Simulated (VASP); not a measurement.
Write the native input for VASP 6.6.1 that does the following.

```yaml
Task: single point
Functional: PBEsol
Potentials_or_basis: VASP PAW PBE potentials, release 64 (Cu)
Cutoff: 520 eV
k_mesh: 12 × 12 × 12
Occupations: fermi-dirac, width 0.1 eV
Spin: no spin polarisation
Dipole_correction: no
Further_INCAR_settings: ALGO = Normal; EDIFF = 1e-07; NBANDS = 18
```

The structure of Cu lies in POSCAR:

```
Cu
1.0
    1.2082243226     -3.9429614789      0.0000000000
    1.2082243226      3.9429614789      0.0000000000
    0.0000000000      0.0000000000      2.4546925291
Cu
2
Direct
    0.1338670000      0.8661330000      0.2500000000
    0.8661330000      0.1338670000      0.7500000000
```

These files were run (other wordings do the same):

INCAR

```
PREC     = Accurate       # precision mode
ENCUT    = 520            # plane-wave cutoff, eV
EDIFF    = 1E-7           # SCF threshold, eV
ISMEAR   = -1             # smearing method
SIGMA    = 0.1            # smearing width, eV
LREAL    = F              # projectors in reciprocal space
LASPH    = T              # aspherical terms in the spheres
NELM     = 100            # most SCF steps
ALGO     = Normal         # electronic algorithm
ISIF     = 2              # what is computed and relaxed
LWAVE    = F              # write WAVECAR
LCHARG   = F              # write CHGCAR
GGA      = PS             # functional
NBANDS   = 18             # bands
```

KPOINTS

```
Automatic mesh
0
Gamma
  12 12 12
```

Potentials or basis: VASP PAW PBE potentials, release 64 (Cu).

Command:

```bash
$ cat potpaw_PBE.64/Cu/POTCAR > POTCAR
$ mpirun -np 1 vasp_std > vasp.out
```

It gave:

```json
{"Pressure": "3.1 GPa", "Largest force": "0.026 eV/Å", "Band gap on the k mesh": "zero (bands 11 and 12 overlap by 5.60 eV)"}
```

Caveat: the cell stands under pressure; the PAW data sets were made with another functional, which shifts forces and pressure a little.

Run time: 48 s on 1 thread of Intel(R) Xeon(R) 6975P-C (Granite Rapids) (shared host), peak memory 0.23 GiB.
